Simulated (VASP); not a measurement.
# Pd (Fm-3m) in VASP: relaxation of cell and atoms with LDA

Aim: the relaxation of cell and atoms of Pd with LDA.

All numbers are computed with VASP 6.6.1; they aren't measurements. Logs are shortened: lines on timing, memory, paths and dates and some standing lists are left out, and cuts for length are marked.

## (1) The cell of the first run

The structure is cubic, space group Fm-3m (No. 225). The conventional cell has a = 3.845 Å, b = 3.845 Å, c = 3.845 Å, α = 90.00°, β = 90.00°, γ = 90.00°. Pd (site symmetry m-3m) has 12 Pd at 2.72 Å within 3.6 Å.

## (2) Relaxation of cell and atoms, LDA

The input, INCAR:

```
SYSTEM = Pd
ALGO     = Fast           ! electronic algorithm
EDIFF    = 1E-6           ! SCF threshold, eV
EDIFFG   = -0.002         ! ionic threshold
ENCUT    = 600            ! plane-wave cutoff, eV
GGA      = CA             ! functional
IBRION   = 2              ! ionic algorithm
ISIF     = 3              ! what is computed and relaxed
ISMEAR   = 0              ! smearing method
LASPH    = .True.         ! aspherical terms in the spheres
LCHARG   = .False.        ! write CHGCAR
LREAL    = .False.        ! projectors in reciprocal space
LWAVE    = .False.        ! write WAVECAR
NELM     = 60             ! most SCF steps
NSW      = 100            ! ionic steps
PREC     = Accurate       ! precision mode
SIGMA    = 0.1            ! smearing width, eV
```

The input, KPOINTS:

```
k-points
0
Gamma
  16 16 16
  0 0 0
```

The input, POSCAR:

```
Pd
1.0
    0.0000000000      1.9225314820      1.9225314820
    1.9225314820      0.0000000000      1.9225314820
    1.9225314820      1.9225314820      0.0000000000
Pd
1
Direct
    0.0000000000      0.0000000000      0.0000000000
```

Potentials or basis: VASP PAW LDA potentials, release 64 (Pd).

Started as:

```console
> cat potpaw_LDA.64/Pd/POTCAR > POTCAR
> mpirun -np 1 vasp_std > vasp.out
```

OUTCAR:

```text
SYSTEM = Pd
   EDIFF = 1E-6
   EDIFFG = -0.002
   ENCUT = 600
   GGA = CA
   IBRION = 2
   ISIF = 3
   ISMEAR = 0
   LASPH = .True.
   LREAL = .False.
   NELM = 60
   NSW = 100
   PREC = Accurate

 ion  position               nearest neighbor table
   1  0.000  0.000  0.000-

  LATTYP: Found a face centered cubic cell.
 ALAT       =     3.8450629640

  Lattice vectors:

 A1 = (   0.0000000000,   1.9225314820,   1.9225314820)
 A2 = (   1.9225314820,   0.0000000000,   1.9225314820)
 A3 = (   1.9225314820,   1.9225314820,   0.0000000000)

Analysis of symmetry for initial positions (statically):
=====================================================================
 Subroutine PRICEL returns:
 Original cell was already a primitive cell.

 Routine SETGRP: Setting up the symmetry group for a
 face centered cubic supercell.

 Subroutine GETGRP returns: Found 48 space group operations
 (whereof 48 operations were pure point group operations)
 out of a pool of 48 trial point group operations.

The static configuration has the point symmetry O_h .

Analysis of symmetry for dynamics (positions and initial velocities):
=====================================================================
 Subroutine PRICEL returns:
 Original cell was already a primitive cell.

 Routine SETGRP: Setting up the symmetry group for a
 face centered cubic supercell.

 Subroutine GETGRP returns: Found 48 space group operations
 (whereof 48 operations were pure point group operations)
 out of a pool of 48 trial point group operations.

The dynamic configuration has the point symmetry O_h .

 Subroutine INISYM returns: Found 48 space group operations
 (whereof 48 operations are pure point group operations),
 and found     1 'primitive' translations

----------------------------------------------------------------------------------------

                                     Primitive cell

  volume of cell :      14.2118

  direct lattice vectors                    reciprocal lattice vectors
     0.000000000  1.922531482  1.922531482    -0.260073765  0.260073765  0.260073765
     1.922531482  0.000000000  1.922531482     0.260073765 -0.260073765  0.260073765
     1.922531482  1.922531482  0.000000000     0.260073765  0.260073765 -0.260073765

  length of vectors
     2.718870096  2.718870096  2.718870096     0.450460974  0.450460974  0.450460974

  position of ions in fractional coordinates (direct lattice)
     0.000000000  0.000000000  0.000000000

  ion indices of the primitive-cell ions
   primitive index   ion index
                 1           1

----------------------------------------------------------------------------------------

 KPOINTS: k-points

Automatic generation of k-mesh.
 Grid dimensions read from file:
 generate k-points for:   16   16   16

 Generating k-lattice:

  Cartesian coordinates                     Fractional coordinates (reciprocal lattice)
    -0.016254610  0.016254610  0.016254610     0.062500000  0.000000000  0.000000000
     0.016254610 -0.016254610  0.016254610     0.000000000  0.062500000  0.000000000
     0.016254610  0.016254610 -0.016254610     0.000000000  0.000000000  0.062500000

  Length of vectors
     0.028153811  0.028153811  0.028153811

  Shift w.r.t. Gamma in fractional coordinates (k-lattice)
     0.000000000  0.000000000  0.000000000

 Subroutine IBZKPT returns following result:
 ===========================================

 Found    145 irreducible k-points:

 Following reciprocal coordinates:
            Coordinates               Weight
  0.000000  0.000000  0.000000      1.000000
  0.062500  0.000000  0.000000      8.000000
  0.125000  0.000000  0.000000      8.000000
  0.187500  0.000000  0.000000      8.000000
  0.250000  0.000000  0.000000      8.000000
  0.312500  0.000000  0.000000      8.000000
[... 16 lines left out ...]
 -0.125000  0.062500  0.000000     24.000000
 -0.062500  0.062500  0.000000     12.000000
 [... further k-points ...]
   k-points           NKPTS =    145   k-points in BZ     NKDIM =    145   number of bands    NBANDS=      9
   number of dos      NEDOS =    301   number of ions     NIONS =      1
   total plane-waves  NPLWV =  13824
   dimension x,y,z NGX =    24 NGY =   24 NGZ =   24
   dimension x,y,z NGXF=    48 NGYF=   48 NGZF=   48
   ions per type =               1
   NGX,Y,Z   is equivalent  to a cutoff of  14.67, 14.67, 14.67 a.u.
   NGXF,Y,Z  is equivalent  to a cutoff of  29.35, 29.35, 29.35 a.u.
 SYSTEM =  Pd
   PREC   = accura    normal or accurate (medium, high low for compatibility)
   ISTART =      0    job   : 0-new  1-cont  2-samecut
   ICHARG =      2    charge: 1-file 2-atom 10-const
   ISPIN  =      1    spin polarized calculation?
   LNONCOLLINEAR =      F non collinear calculations
   LSORBIT =      F    spin-orbit coupling
   LASPH  =      T    aspherical Exc in radial PAW
   ENCUT  =  600.0 eV  44.10 Ry    6.64 a.u.   5.43  5.43  5.43*2*pi/ulx,y,z
   NELM   =     60;   NELMIN=  2; NELMDL= -5     # of ELM steps
   EDIFF  = 0.1E-05   stopping-criterion for ELM
   LREAL  =      F    real-space projection
   EDIFFG = -.2E-02   stopping-criterion for IOM
   NSW    =    100    number of steps for IOM
   IBRION =      2    ionic relax: 0-MD 1-quasi-New 2-CG
   NFREE  =      1    steps in history (QN), initial steepest desc. (CG)
   ISIF   =      3    stress and relaxation
   ISYM   =      2    0-nonsym 1-usesym 2-fastsym
   POTIM  = 0.5000    time-step for ionic-motion
   TEBEG  =    0.0;   TEEND  =   0.0 temperature during run
   PSTRESS=    0.0 pullay stress
   NELECT =      10.0000    total number of electrons
   NUPDOWN=      -1.0000    fix difference up-down
   EMIN   =  10.00;   EMAX   =-10.00  energy-range for DOS
   EFERMI =   0.00;   METHOD = LEGACY
   ISMEAR =     0;   SIGMA  =   0.10  broadening in eV -4-tet -1-fermi 0-gaus
   EFERMI_NEDOS =   21; number of points for ismear=-14 and -15
   IALGO  =     68    algorithm
   IMIX   =      4    mixing-type and parameters
     AMIX     =   0.40;   BMIX     =  1.00
     AMIX_MAG =   1.60;   BMIX_MAG =  1.00
  volume/ion in A,a.u.               =      14.21        95.91
  Fermi-wavevector in a.u.,A,eV,Ry     =   1.456101  2.751631 28.847465  2.120229
  Thomas-Fermi vector in A             =   2.573058
   LORBIT       =      0    0 simple, 1 ext, 2 COOP (PROOUT), +10 PAW based schemes
   GGA     = CA    functional components
   LHFCALC =     F    Hartree Fock is set to
   AEXX    =    0.0000 exact exchange contribution
   IVDW    =     0    specifies the selected vdW correction
   LEPSILON=     F    determine dielectric tensor
   LRPA    =     F    only Hartree local field effects (RPA)
 conjugate gradient relaxation of ions
 non-spin polarized calculation
 RMM-DIIS sequential band-by-band and
 Gauss-broadening in eV      SIGMA  =   0.10
  energy-cutoff  :      600.00
  volume of cell :       14.21
 maximum number of plane-waves:       495
 NGX is ok and might be reduce to    24
   NGX = 11   NGY = 11   NGZ = 11

--------------------------------------- Ionic step        1  -------------------------------------------

 number of electron      10.0000002 magnetization

 Free energy of the ion-electron system (eV)
  ---------------------------------------------------
  ext. energy  EPLUGINS =         0.00000000
  ---------------------------------------------------
  free energy    TOTEN  =        -6.49869939 eV

  energy without entropy =       -6.48790555  energy(sigma->0) =       -6.49330247

------------------------ aborting loop because EDIFF is reached ----------------------------------------

  FORCE on cell =-STRESS in cart. coord.  units (eV):
  Direction    XX          YY          ZZ          XY          YZ          ZX
  --------------------------------------------------------------------------------------
  -------------------------------------------------------------------------------------
  Total       -0.0511938     -0.0511938     -0.0511938      0.0000000      0.0000000      0.0000000
  in kB       -5.7713485     -5.7713485     -5.7713485      0.0000000      0.0000000      0.0000000
  external PRESSURE =      -5.7713485 kB  Pullay stress =       0.0000000 kB
[... 55 lines left out ...]
  energy  without entropy=       -6.4878700927  energy(sigma->0) =       -6.49320934

--------------------------------------- Ionic step        3  -------------------------------------------

 number of electron      10.0000002 magnetization

 Free energy of the ion-electron system (eV)
  ---------------------------------------------------
  ext. energy  EPLUGINS =         0.00000000
  ---------------------------------------------------
  free energy    TOTEN  =        -6.49877273 eV

  energy without entropy =       -6.48802100  energy(sigma->0) =       -6.49339687

 E-fermi :  10.3233     XC(G=0): -13.7604

 val. band max:       10.3228416563   @ k =   0.5000   0.3750   0.0625
 cond. band min:      10.3271439126   @ k =  -0.3750   0.3750   0.1250
 fundamental gap:      0.0043022563
 Fermi energy:        10.3232538834

 k-point     1 :       0.0000    0.0000    0.0000
  band No.  band energies     occupation
      1       2.7388      2.00000
      2       7.2415      2.00000
      3       7.2415      2.00000
      4       7.2415      2.00000
      5       8.9976      2.00000
      6       8.9976      2.00000
      7      27.4284      0.00000
      8      32.3772      0.00000
      9      32.3772      0.00000
[... 265 lines left out ...]
 k-point    24 :      -0.0625    0.0625    0.0000
  band No.  band energies     occupation
      1       3.1254      2.00000
      2       7.0815      2.00000
      3       7.3669      2.00000
      4       7.4076      2.00000
      5       8.8499      2.00000
      6       9.0225      2.00000
      7      27.8533      0.00000
      8      30.5869      0.00000
      9      32.2192      0.00000

 [... further k-points ...]
[... 5 lines left out ...]
  --------------------------------------------------------------------------------------
  -------------------------------------------------------------------------------------
  Total        0.0012045      0.0012045      0.0012045      0.0000000      0.0000000      0.0000000
  in kB        0.1361545      0.1361545      0.1361545      0.0000000      0.0000000      0.0000000
  external PRESSURE =       0.1361545 kB  Pullay stress =       0.0000000 kB
[... 16 lines left out ...]
  FREE ENERGIE OF THE ION-ELECTRON SYSTEM (eV)
  ---------------------------------------------------
  free  energy   TOTEN  =        -6.4987727285 eV

  energy  without entropy=       -6.4880210039  energy(sigma->0) =       -6.49339687

 reached required accuracy - stopping structural energy minimisation
```

Run time: 28 s. Hardware: 1 thread of AMD EPYC 9R14 (Zen 4), shared host; peak memory 0.12 GiB.

What came out:

| Quantity | Value |
| --- | --- |
| Free energy | -6.4988 eV |
| Relaxed volume | 14.17 Å³/atom |
| Relaxed cell | a = 2.716 Å, b = 2.716 Å, c = 2.716 Å, α = 60.00°, β = 60.00°, γ = 60.00° |
| Space group after relaxing (to 0.05 Å) | Fm-3m (No. 225) |
| Energy gained by relaxing | 0.1 meV/atom |
| Ionic steps | 3 |
| Pressure after relaxing | 0.0 GPa |
| Band gap on the k mesh | zero (band 5 reaches 10.63 eV, above the bottom of band 6 at 8.92 eV) |

Final structure:
```cif
data_structure
_symmetry_space_group_name_H-M 'P 1'
_symmetry_Int_Tables_number 1
_cell_length_a 2.7164
_cell_length_b 2.7164
_cell_length_c 2.7164
_cell_angle_alpha 60.000
_cell_angle_beta 60.000
_cell_angle_gamma 60.000
_cell_volume 14.17
loop_
_atom_site_label
_atom_site_type_symbol
_atom_site_fract_x
_atom_site_fract_y
_atom_site_fract_z
_atom_site_occupancy
Pd1 Pd 0.00000 0.00000 0.00000 1
```

Levels at points of the mesh, in eV from the Fermi level:
| k point | band 2 | band 3 | band 4 | band 5 | band 6 | band 7 | band 8 | band 9 |
| --- | --- | --- | --- | --- | --- | --- | --- | --- |
| (0.00, 0.00, 0.00) | -3.08 | -3.08 | -3.08 | -1.33 | -1.33 | 17.11 | 22.05 | 22.05 |
| (0.50, 0.00, 0.00) | -3.13 | -3.13 | -0.03 | -0.03 | 0.82 | 7.55 | 16.49 | 21.27 |
| (0.50, 0.50, 0.00) | -5.51 | -0.05 | 0.30 | 0.30 | 3.22 | 11.11 | 13.25 | 13.25 |
